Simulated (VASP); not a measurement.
# TiCo3 (Pm-3m) in VASP: notebook, part 2 of 2

VASP 6.6.1.

## 4. Single point, PBEsol, collinear spin, ferromagnetic start (12.07 Å³/atom)

This run uses another cell than the first one, of 12.07 Å³/atom.

INCAR reads:

```
ALGO     = Fast           # electronic algorithm
EDIFF    = 1E-7           # SCF threshold, eV
ENCUT    = 520            # plane-wave cutoff, eV
GGA      = PS             # functional
ISIF     = 2              # what is computed and relaxed
ISMEAR   = -1             # smearing method
ISPIN    = 2              # spin polarisation
LASPH    = True           # aspherical terms in the spheres
LCHARG   = False          # write CHGCAR
LMAXMIX  = 4              # l up to which the mixer works
LORBIT   = 11             # projections on sites
LREAL    = False          # projectors in reciprocal space
LWAVE    = False          # write WAVECAR
MAGMOM   = 2 2 2 1        # initial moments
NBANDS   = 32             # bands
NELM     = 150            # most SCF steps
PREC     = Accurate       # precision mode
SIGMA    = 0.05           # smearing width, eV
```

KPOINTS reads:

```
k-points
0
Gamma
  8 8 8
```

POSCAR reads:

```
TiCo3
1.0
    3.6410373889      0.0000000000      0.0000000000
    0.0000000000      3.6410373889      0.0000000000
    0.0000000000      0.0000000000      3.6410373889
Co Ti
3 1
Direct
    0.5000000000      0.5000000000      0.0000000000
    0.5000000000      0.0000000000      0.5000000000
    0.0000000000      0.5000000000      0.5000000000
    0.0000000000      0.0000000000      0.0000000000
```

Potentials or basis: VASP PAW PBE potentials, release 64 (Co, Ti_sv).

The run is started by

```bash
cat potpaw_PBE.64/Co/POTCAR potpaw_PBE.64/Ti_sv/POTCAR > POTCAR
mpirun -np 1 vasp_std > vasp.out
```

OUTCAR:

```text
EDIFF = 1E-7
   ENCUT = 520
   GGA = PS
   ISIF = 2
   ISMEAR = -1
   ISPIN = 2
   LASPH = True
   LORBIT = 11
   LREAL = False
   NELM = 150
   PREC = Accurate

 ion  position               nearest neighbor table
   1  0.500  0.500  0.000-   2 2.57   3 2.57   4 2.57   2 2.57   3 2.57   2 2.57   4 2.57   2 2.57
                             3 2.57   4 2.57   3 2.57   4 2.57
   2  0.500  0.000  0.500-   1 2.57   3 2.57   4 2.57   1 2.57   4 2.57   1 2.57   3 2.57   1 2.57
                             3 2.57   4 2.57   4 2.57   3 2.57
   3  0.000  0.500  0.500-   1 2.57   2 2.57   4 2.57   1 2.57   4 2.57   2 2.57   4 2.57   4 2.57
                             1 2.57   2 2.57   1 2.57   2 2.57
   4  0.000  0.000  0.000-   1 2.57   2 2.57   3 2.57   2 2.57   3 2.57   1 2.57   3 2.57   3 2.57
                             1 2.57   2 2.57   2 2.57   1 2.57

  LATTYP: Found a simple cubic cell.
 ALAT       =     3.6410373889

  Lattice vectors:

 A1 = (   3.6410373889,   0.0000000000,   0.0000000000)
 A2 = (   0.0000000000,   3.6410373889,   0.0000000000)
 A3 = (   0.0000000000,   0.0000000000,   3.6410373889)

Analysis of symmetry for initial positions (statically):
=====================================================================
 Subroutine PRICEL returns:
 Original cell was already a primitive cell.

 Routine SETGRP: Setting up the symmetry group for a
 simple cubic supercell.

 Subroutine GETGRP returns: Found 48 space group operations
 (whereof 48 operations were pure point group operations)
 out of a pool of 48 trial point group operations.

The static configuration has the point symmetry O_h .

Analysis of symmetry for dynamics (positions and initial velocities):
=====================================================================
 Subroutine PRICEL returns:
 Original cell was already a primitive cell.

 Routine SETGRP: Setting up the symmetry group for a
 simple cubic supercell.

 Subroutine GETGRP returns: Found 48 space group operations
 (whereof 48 operations were pure point group operations)
 out of a pool of 48 trial point group operations.

[... 170 lines left out ...]
 cond. band min:       9.5477950125   @ k =   0.3750   0.2500   0.1250
 fundamental gap:      0.0076739678
 Fermi energy:         9.5455053356

 spin component 1

 k-point     1 :       0.0000    0.0000    0.0000
  band No.  band energies     occupation
      1     -46.6843      1.00000
      2     -23.0253      1.00000
      3     -23.0253      1.00000
      4     -23.0253      1.00000
      5       1.6426      1.00000
      6       5.1726      1.00000
[... 805 lines left out ...]
     30      19.3494      0.00000
     31      20.8798      0.00000

 [... further k-points ...]

 spin component 2

 k-point     1 :       0.0000    0.0000    0.0000
  band No.  band energies     occupation
      1     -47.0658      1.00000
      2     -23.4119      1.00000
      3     -23.4119      1.00000
      4     -23.4119      1.00000
      5       1.6058      1.00000
      6       5.6319      1.00000
[... 805 lines left out ...]
     30      19.4734      0.00000
     31      21.1089      0.00000

 [... further k-points ...]

 [bands above 31 left out]

------------------------ aborting loop because EDIFF is reached ----------------------------------------

  FORCE on cell =-STRESS in cart. coord.  units (eV):
  Direction    XX          YY          ZZ          XY          YZ          ZX
  --------------------------------------------------------------------------------------
  -------------------------------------------------------------------------------------
  Total       -4.3179246     -4.3179246     -4.3179246      0.0000000     -0.0000000      0.0000000
  in kB     -143.3211304   -143.3211304   -143.3211304      0.0000000     -0.0000000      0.0000000
  external PRESSURE =    -143.3211304 kB  Pullay stress =       0.0000000 kB

 VOLUME and BASIS-vectors are now :
 -----------------------------------------------------------------------------
  energy-cutoff  :      520.00
  volume of cell :       48.27
      direct lattice vectors                 reciprocal lattice vectors
     3.641037389  0.000000000  0.000000000     0.274647001  0.000000000  0.000000000
     0.000000000  3.641037389  0.000000000     0.000000000  0.274647001  0.000000000
     0.000000000  0.000000000  3.641037389     0.000000000  0.000000000  0.274647001

 POSITION                                       TOTAL-FORCE (eV/Angst)
 -----------------------------------------------------------------------------------
      1.82052      1.82052      0.00000         0.000000      0.000000      0.000000
      1.82052      0.00000      1.82052         0.000000      0.000000      0.000000
      0.00000      1.82052      1.82052         0.000000      0.000000      0.000000
      0.00000      0.00000      0.00000         0.000000      0.000000      0.000000
 -----------------------------------------------------------------------------------
    total drift:                                0.000000      0.000000      0.000000

  FREE ENERGIE OF THE ION-ELECTRON SYSTEM (eV)
  ---------------------------------------------------
  free  energy   TOTEN  =       -32.5347143728 eV

  energy  without entropy=      -32.4947068262  energy(sigma->0) =      -32.51471060

 total charge

# of ion       s       p       d       tot
------------------------------------------
    1        0.489   0.478   7.284   8.251
    2        0.489   0.478   7.284   8.251
    3        0.489   0.478   7.284   8.251
    4        2.258   6.180   1.901  10.339
--------------------------------------------------
tot          3.724   7.615  23.752  35.091

 magnetization (x)

# of ion       s       p       d       tot
------------------------------------------
    1       -0.006  -0.026   1.113   1.081
    2       -0.006  -0.026   1.113   1.081
    3       -0.006  -0.026   1.113   1.081
    4       -0.010  -0.030  -0.398  -0.438
--------------------------------------------------
tot         -0.027  -0.109   2.941   2.805
```

OSZICAR:

```text
N       E                     dE             d eps       ncg     rms          rms(c)
DAV:   1     0.320864636176E+03    0.32086E+03   -0.17285E+04  4480   0.162E+03
DAV:   2    -0.110863605314E+02   -0.33195E+03   -0.31515E+03  4544   0.370E+02
DAV:   3    -0.362855202596E+02   -0.25199E+02   -0.24205E+02  5584   0.118E+02
[... 14 lines left out ...]
RMM:  18    -0.325347128264E+02   -0.23108E-05   -0.40209E-05  7466   0.290E-02    0.569E-03
RMM:  19    -0.325347137697E+02   -0.94330E-06   -0.10821E-05  7644   0.153E-02    0.245E-03
RMM:  20    -0.325347141400E+02   -0.37024E-06   -0.33441E-06  6365   0.694E-03    0.173E-03
RMM:  21    -0.325347143074E+02   -0.16741E-06   -0.98456E-07  4642   0.404E-03    0.896E-04
RMM:  22    -0.325347143728E+02   -0.65373E-07   -0.38710E-07  3925   0.274E-03
   1 F= -.32534714E+02 E0= -.32514711E+02  d E =-.400075E-01  mag=     2.6641
```

stdout:

```text
POSCAR found type information on POSCAR CoTi
 POSCAR found :  2 types and       4 ions
[... 20 lines left out ...]
 num prob  num prob  num prob  num prob  num prob  num prob  num prob  num prob  num prob  num prob  num prob  num prob  num prob  num prob  num prob  num prob WARNING in EDDRMM: call to ZHEGV failed, returncode =   6  3     28
 num prob  num prob  num prob  num prob  num prob  num prob  num prob  num prob  num prob  num prob  num prob  num prob  num prob  num prob  num prob  num prob  num prob  num prob  num prob  num prob  num prob  num prob  num prob  num prob  num prob  num prob  num prob  num prob  num prob  num prob RMM:  22    -0.325347143728E+02   -0.65373E-07   -0.38710E-07  3925   0.274E-03
```

Wall time 1.9 min (1 thread of Intel Xeon Platinum 8559C (Emerald Rapids), shared host); peak memory 0.22 GiB.

Results:

| Quantity | Value |
| --- | --- |
| Free energy | -32.5347 eV |
| Pressure | -14.3 GPa |
| Net moment | 2.66 μB per cell |
| Site moments | Co +1.08; Ti -0.44 μB |
| Valence electrons inside the program's atomic spheres | Co 8.25; Ti 10.34 |

Levels at points of the mesh, in eV from the Fermi level:
Spin up:
```tsv
k point	band 18	band 19	band 20	band 21	band 22	band 23	band 24	band 25
(0.00, 0.00, 0.00)	-0.11	-0.11	-0.11	2.07	2.07	3.01	3.01	3.01
(0.50, 0.00, 0.00)	-1.15	-1.15	-0.76	-0.11	1.04	1.04	1.53	2.35
(0.50, 0.50, 0.00)	-1.52	-1.33	-1.03	-0.93	1.38	1.38	1.52	1.52
(0.50, 0.50, 0.50)	-0.33	-0.33	-0.18	0.63	0.63	0.63	1.64	1.64
```
Spin down:
```tsv
k point	band 14	band 15	band 16	band 17	band 18	band 19	band 20	band 21	band 22	band 23
(0.00, 0.00, 0.00)	-0.86	0.39	0.39	0.94	1.10	1.10	1.10	2.45	2.45	2.97
(0.50, 0.00, 0.00)	-1.69	-0.60	-0.29	-0.19	-0.19	-0.01	0.56	1.06	1.06	1.10
(0.50, 0.50, 0.00)	-1.51	-1.27	-1.18	-0.35	-0.29	-0.29	-0.06	0.11	1.52	1.52
(0.50, 0.50, 0.50)	-0.80	-0.70	-0.70	-0.11	0.50	0.50	0.50	0.92	0.92	0.92
```

Caveat: the cell stands under tension; the PAW data sets were made with another functional, which shifts forces and pressure a little.
